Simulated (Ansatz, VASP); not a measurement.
# BeBi in VASP and in Ansatz

```
CELL_PARAMETERS angstrom
0.00000 3.60142 3.60142
3.60142 0.00000 3.60142
3.60142 3.60142 0.00000
ATOMIC_POSITIONS crystal
Be 0.00000 0.00000 0.00000
Be 0.25000 0.25000 0.25000
Bi 0.50000 0.50000 0.50000
Bi 0.75000 0.75000 0.75000
```

Alike in both runs: task relaxation of cell and atoms; functional PBE; k mesh 12 × 12 × 12; occupations gaussian, width 0.1 eV; no spin polarisation.

```csv
,VASP,Ansatz
version,VASP 6.6.1,Ansatz 0.2.0
potentials or method,"VASP PAW PBE potentials, release 64 (Be, Bi_d), cutoff 600 eV","scalar-relativistic, plane waves, PAW"
valence electrons in the cell,34,34
```

|  | VASP | Ansatz | Ansatz less VASP |
| --- | --- | --- | --- |
| gap on the k mesh at the Fermi level, each at its own relaxed structure (eV) | none | none | - |
| relaxed volume (Å³/atom) | 22.76 | 22.77 | +0.001 |
| relaxed cell length with the largest relative difference (Å) | 5.050 | 5.050 | +0.0001 |

A gap of «none» marks a metal or a gap that the smearing closes.

Neither program's run includes spin-orbit coupling.
